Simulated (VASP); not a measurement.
# BN (F-43m) in VASP: further runs, part 2 of 2

VASP 6.6.1. The steps go on from the part before.

### 3 Single point, PBE

This run uses another cell than the first one, of 5.44 Å³/atom.

INCAR

```
PREC = Accurate ; ENCUT = 600
EDIFF = 1E-6 ; ISMEAR = 0
SIGMA = 0.01 ; LREAL = False
LASPH = True ; NELM = 120
ALGO = Normal ; ISIF = 2
LWAVE = False ; LCHARG = False
GGA = PE ; NBANDS = 11
GGA_COMPAT = False
```

KPOINTS

```
Automatic mesh
0
Gamma
  11 11 11
```

POSCAR

```
BN
1.0
    0.0000000000      1.7582076124      1.7582076124
    1.7582076124      0.0000000000      1.7582076124
    1.7582076124      1.7582076124      0.0000000000
B N
1 1
Direct
    0.0000000000      0.0000000000      0.0000000000
    0.2500000000      0.2500000000      0.2500000000
```

Potentials or basis: VASP PAW PBE potentials, release 64 (B, N).

Command:

```sh
$ cat potpaw_PBE.64/B/POTCAR potpaw_PBE.64/N/POTCAR > POTCAR
$ mpirun -np 1 vasp_std > vasp.out
```

OUTCAR:

```text
PREC = Accurate
   ENCUT = 600
   EDIFF = 1E-6
   ISMEAR = 0
   LREAL = False
   LASPH = True
   NELM = 120
   ISIF = 2
   GGA = PE

 ion  position               nearest neighbor table
   1  0.000  0.000  0.000-   2 1.52   2 1.52   2 1.52   2 1.52
   2  0.250  0.250  0.250-   1 1.52   1 1.52   1 1.52   1 1.52

  LATTYP: Found a face centered cubic cell.
 ALAT       =     3.5164152248

  Lattice vectors:

 A1 = (   0.0000000000,   1.7582076124,   1.7582076124)
 A2 = (   1.7582076124,   0.0000000000,   1.7582076124)
 A3 = (   1.7582076124,   1.7582076124,   0.0000000000)

Analysis of symmetry for initial positions (statically):
=====================================================================
 Subroutine PRICEL returns:
 Original cell was already a primitive cell.

 Routine SETGRP: Setting up the symmetry group for a
 face centered cubic supercell.

 Subroutine GETGRP returns: Found 24 space group operations
 (whereof 24 operations were pure point group operations)
 out of a pool of 48 trial point group operations.

The static configuration has the point symmetry T_d .

Analysis of symmetry for dynamics (positions and initial velocities):
=====================================================================
 Subroutine PRICEL returns:
 Original cell was already a primitive cell.

 Routine SETGRP: Setting up the symmetry group for a
 face centered cubic supercell.

 Subroutine GETGRP returns: Found 24 space group operations
 (whereof 24 operations were pure point group operations)
 out of a pool of 48 trial point group operations.

The dynamic configuration has the point symmetry T_d .

 Subroutine INISYM returns: Found 24 space group operations
 (whereof 24 operations are pure point group operations),
 and found     1 'primitive' translations

----------------------------------------------------------------------------------------

                                     Primitive cell
[... 112 lines left out ...]
  volume/ion in A,a.u.               =       5.44        36.68
  Fermi-wavevector in a.u.,A,eV,Ry     =   1.478058  2.793124 29.724023  2.184654
  Thomas-Fermi vector in A             =   2.592385
   LORBIT       =      0    0 simple, 1 ext, 2 COOP (PROOUT), +10 PAW based schemes
   GGA     = PE    functional components
   LHFCALC =     F    Hartree Fock is set to
   AEXX    =    0.0000 exact exchange contribution
   IVDW    =     0    specifies the selected vdW correction
   LEPSILON=     F    determine dielectric tensor
   LRPA    =     F    only Hartree local field effects (RPA)
 non-spin polarized calculation
 Gauss-broadening in eV      SIGMA  =   0.01
  energy-cutoff  :      600.00
  volume of cell :       10.87
 maximum number of plane-waves:       375
   NGX =  9   NGY =  9   NGZ =  9

 number of electron       8.0000000 magnetization

 Free energy of the ion-electron system (eV)
  ---------------------------------------------------
  ext. energy  EPLUGINS =         0.00000000
  ---------------------------------------------------
  free energy    TOTEN  =       -17.33039738 eV

  energy without entropy =      -17.33039738  energy(sigma->0) =      -17.33039738

 E-fermi :   8.5408     XC(G=0): -13.2366

 val. band max:        8.4597916611   @ k =   0.0000   0.0000   0.0000
 cond. band min:      13.1160406606   @ k =   0.4545   0.4545   0.0000
 fundamental gap:      4.6562489996
 Fermi energy:         8.5407852116

 k-point     1 :       0.0000    0.0000    0.0000
  band No.  band energies     occupation
      1     -12.7462      2.00000
      2       8.4598      2.00000
      3       8.4598      2.00000
      4       8.4598      2.00000
      5      17.6754      0.00000
      6      17.6754      0.00000
      7      17.6754      0.00000
      8      20.1928      0.00000
      9      34.8064      0.00000
     10      37.2602      0.00000
     11      37.2602      0.00000
[... 309 lines left out ...]
 k-point    24 :      -0.1818    0.1818    0.0000
  band No.  band energies     occupation
      1     -10.5346      2.00000
      2       2.5959      2.00000
      3       4.3977      2.00000
      4       7.3288      2.00000
      5      19.5938      0.00000
      6      19.8132      0.00000
      7      20.2682      0.00000
      8      23.0923      0.00000
      9      30.3526      0.00000
     10      31.8296      0.00000
     11      37.0341      0.00000

 [... further k-points ...]
[... 5 lines left out ...]
  --------------------------------------------------------------------------------------
  -------------------------------------------------------------------------------------
  Total        2.7252619      2.7252619      2.7252619      0.0000000     -0.0000000     -0.0000000
  in kB      401.6782935    401.6782935    401.6782935      0.0000000     -0.0000000     -0.0000000
  external PRESSURE =     401.6782935 kB  Pullay stress =       0.0000000 kB

 VOLUME and BASIS-vectors are now :
 -----------------------------------------------------------------------------
  energy-cutoff  :      600.00
  volume of cell :       10.87
      direct lattice vectors                 reciprocal lattice vectors
     0.000000000  1.758207612  1.758207612    -0.284380523  0.284380523  0.284380523
     1.758207612  0.000000000  1.758207612     0.284380523 -0.284380523  0.284380523
     1.758207612  1.758207612  0.000000000     0.284380523  0.284380523 -0.284380523

 POSITION                                       TOTAL-FORCE (eV/Angst)
 -----------------------------------------------------------------------------------
      0.00000      0.00000      0.00000         0.000000     -0.000000      0.000000
      0.87910      0.87910      0.87910        -0.000000      0.000000     -0.000000
 -----------------------------------------------------------------------------------
    total drift:                                0.000000      0.000000      0.000000

  FREE ENERGIE OF THE ION-ELECTRON SYSTEM (eV)
  ---------------------------------------------------
  free  energy   TOTEN  =       -17.3303973837 eV

  energy  without entropy=      -17.3303973837  energy(sigma->0) =      -17.33039738
```

stdout:

```text
POSCAR found type information on POSCAR B N
 POSCAR found :  2 types and       2 ions
 scaLAPACK will be used
 LDA part: xc-table for (Slater+PW92), standard interpolation
 POSCAR, INCAR and KPOINTS ok, starting setup
 FFT: planning ... GRIDC
 FFT: planning ... GRID_SOFT
 FFT: planning ... GRID
 WAVECAR not read
 entering main loop
```

It took 5.4 s on 1 thread of AMD EPYC 7R13 (Zen 3), shared host; peak memory 0.09 GiB.

What came out:

| Property | Result |
| --- | --- |
| Free energy | -17.3304 eV |
| Pressure | 40.2 GPa |
| Band gap on the k mesh | 4.66 eV (least direct gap 9.22 eV) |

Caveat: the cell stands under pressure; an odd mesh through Γ misses points on the zone boundary, where band edges can lie.

### 4 Single point, PBE

This run uses another cell than the first one, of 5.24 Å³/atom.

INCAR

```
SYSTEM = BN
PREC = Accurate ; ENCUT = 600
EDIFF = 1E-6 ; ISMEAR = 0
SIGMA = 0.01 ; LREAL = .False.
LASPH = .True. ; NELM = 120
ALGO = Normal ; ISIF = 2
LWAVE = .False. ; LCHARG = .False.
GGA = PE ; NBANDS = 11
GGA_COMPAT = .False.
```

KPOINTS

```
Automatic mesh
0
Gamma
  11 11 11
  0 0 0
```

POSCAR

```
BN
1.0
    0.0000000000      1.7368089377      1.7368089377
    1.7368089377      0.0000000000      1.7368089377
    1.7368089377      1.7368089377      0.0000000000
B N
1 1
Direct
    0.0000000000      0.0000000000      0.0000000000
    0.2500000000      0.2500000000      0.2500000000
```

Command:

```sh
$ cat potpaw_PBE.64/B/POTCAR potpaw_PBE.64/N/POTCAR > POTCAR
$ mpirun -np 1 vasp_std > vasp.out
```

Run time: 5.4 s. Hardware: 1 thread of AMD EPYC 7R13 (Zen 3), shared host; peak memory 0.09 GiB.

Results (log left out):

```
Free energy            : -17.2067 eV
Pressure               : 60.3 GPa
Band gap on the k mesh : 4.70 eV (least direct gap 9.39 eV)
```

Levels at points of the mesh, in eV from the valence-band top:
| k point | band 2 | band 3 | band 4 | band 5 | band 6 | band 7 |
| --- | --- | --- | --- | --- | --- | --- |
| (0.00, 0.00, 0.00) | 0.00 | 0.00 | 0.00 | 9.39 | 9.39 | 9.39 |

Caveat: the cell stands under pressure; an odd mesh through Γ misses points on the zone boundary, where band edges can lie.

### 5 Single point, PBE

This run uses another cell than the first one, of 5.95 Å³/atom.

INCAR

```
ALGO = Normal
EDIFF = 1E-6
ENCUT = 600
GGA = PE
GGA_COMPAT = F
ISIF = 2
ISMEAR = 0
LASPH = T
LCHARG = T
LELF = T
LREAL = F
LVHAR = T
LWAVE = F
NBANDS = 11
NELM = 120
PREC = Accurate
SIGMA = 0.01
```

KPOINTS

```
k-points
0
Gamma
  11 11 11
```

POSCAR

```
BN
1.0
    0.0000000000      1.8124003425      1.8124003425
    1.8124003425      0.0000000000      1.8124003425
    1.8124003425      1.8124003425      0.0000000000
B N
1 1
Direct
    0.0000000000      0.0000000000      0.0000000000
    0.2500000000      0.2500000000      0.2500000000
```

Command:

```sh
$ cat potpaw_PBE.64/B/POTCAR potpaw_PBE.64/N/POTCAR > POTCAR
$ mpirun -np 1 vasp_std > vasp.out
```

Run time: 5.9 s. Hardware: 1 thread of AMD EPYC 7R13 (Zen 3), shared host; peak memory 0.09 GiB.

Results (log left out):

| Property | Result |
| --- | --- |
| Free energy | -17.4546 eV |
| Pressure | -0.1 GPa |
| Band gap on the k mesh | 4.55 eV (least direct gap 8.78 eV) |

Levels at points of the mesh, in eV from the valence-band top:
```tsv
k point	band 1	band 2	band 3	band 4	band 5	band 6	band 7	band 8
(0.00, 0.00, 0.00)	-20.14	0.00	0.00	0.00	8.78	8.78	8.78	10.22
```

Caveat: an odd mesh through Γ misses points on the zone boundary, where band edges can lie.

### 6 Relaxation of cell and atoms, PBE

This run uses another cell than the first one, of 5.83 Å³/atom.

INCAR

```
SYSTEM = BN
PREC = Accurate
ENCUT = 600
EDIFF = 1E-7
ISMEAR = 0
SIGMA = 0.01
LREAL = .False.
LASPH = .True.
NELM = 120
ALGO = Normal
ISIF = 3
LWAVE = .False.
LCHARG = .False.
GGA = PE
IBRION = 2
NSW = 80
EDIFFG = -0.03
GGA_COMPAT = .False.
NELMIN = 4
```

KPOINTS

```
Automatic mesh
0
Gamma
  11 11 11
  0 0 0
```

POSCAR

```
BN
1.0
    0.0000000000      1.8000000000      1.8000000000
    1.8000000000      0.0000000000      1.8000000000
    1.8000000000      1.8000000000      0.0000000000
B N
1 1
Direct
    0.0000000000      0.0000000000      0.0000000000
    0.2500000000      0.2500000000      0.2500000000
```

Potentials or basis: VASP PAW PBE potentials, release 64 (B, N).

Command:

```sh
$ cat potpaw_PBE.64/B/POTCAR potpaw_PBE.64/N/POTCAR > POTCAR
$ mpirun -np 1 vasp_std > vasp.out
```

Run time: 9.5 s. Hardware: 1 thread of AMD EPYC 7R13 (Zen 3), shared host; peak memory 0.09 GiB.

The run converged. Its results:

```yaml
Free_energy: -17.4538 eV
Relaxed_volume: 5.95 Å³/atom
Relaxed_cell: a = 2.563 Å, b = 2.563 Å, c = 2.563 Å, α = 60.00°, β = 60.00°, γ = 60.00°
Space_group_after_relaxing_to_0.1_Å: F-43m (No. 216)
Energy_gained_by_relaxing: 2.9 meV/atom
Ionic_steps: 3
Pressure_after_relaxing: 0.0 GPa
Band_gap_on_the_k_mesh: 4.55 eV (least direct gap 8.78 eV)
```

Step by step:
| step | energy change (eV) | largest force (eV/Å) | pressure (GPa) | volume (Å³) |
| --- | --- | --- | --- | --- |
| 1 | 0.0000 | 0.0000 | 7.93 | 11.66 |
| 2 | 0.0002 | 0.0000 | -7.54 | 12.16 |
| 3 | -0.0059 | 0.0000 | -0.02 | 11.91 |

Final structure:
```cif
data_structure
_symmetry_space_group_name_H-M 'P 1'
_symmetry_Int_Tables_number 1
_cell_length_a 2.5630
_cell_length_b 2.5630
_cell_length_c 2.5630
_cell_angle_alpha 60.000
_cell_angle_beta 60.000
_cell_angle_gamma 60.000
_cell_volume 11.91
loop_
_atom_site_label
_atom_site_type_symbol
_atom_site_fract_x
_atom_site_fract_y
_atom_site_fract_z
_atom_site_occupancy
B1 B 0.00000 0.00000 0.00000 1
N1 N 0.25000 0.25000 0.25000 1
```

Levels at points of the mesh, in eV from the valence-band top:
```tsv
k point	band 2	band 3	band 4	band 5	band 6	band 7
(0.00, 0.00, 0.00)	0.00	0.00	0.00	8.78	8.78	8.78
```

Caveat: an odd mesh through Γ misses points on the zone boundary, where band edges can lie.

### 7 Summary

| task | cell | gap on the mesh (eV) | pressure (GPa) |
| --- | --- | --- | --- |
| single point | a = 2.521 Å, angles 60.0°, 2 atoms | 4.61 | 20.1 |
| single point | a = 2.486 Å, angles 60.0°, 2 atoms | 4.66 | 40.2 |
| single point | a = 2.456 Å, angles 60.0°, 2 atoms | 4.70 | 60.3 |
| single point | a = 2.563 Å, angles 60.0°, 2 atoms | 4.55 | -0.1 |
| relaxation of cell and atoms | relaxed from a = 2.546 Å, angles 60.0°, 2 atoms | 4.55 | 0.0 |

Alike in all rows: level PBE; potentials or basis VASP PAW PBE potentials, release 64 (B, N); no spin polarisation; k mesh 11 × 11 × 11; cutoff (eV) 600; smearing gaussian 0.01 eV.

Caveats: an odd mesh through Γ misses points on the zone boundary, where band edges can lie; the cell stands under pressure (at least some runs).

Total energies depend on the potentials used, so only differences within one code and one set of settings carry meaning.
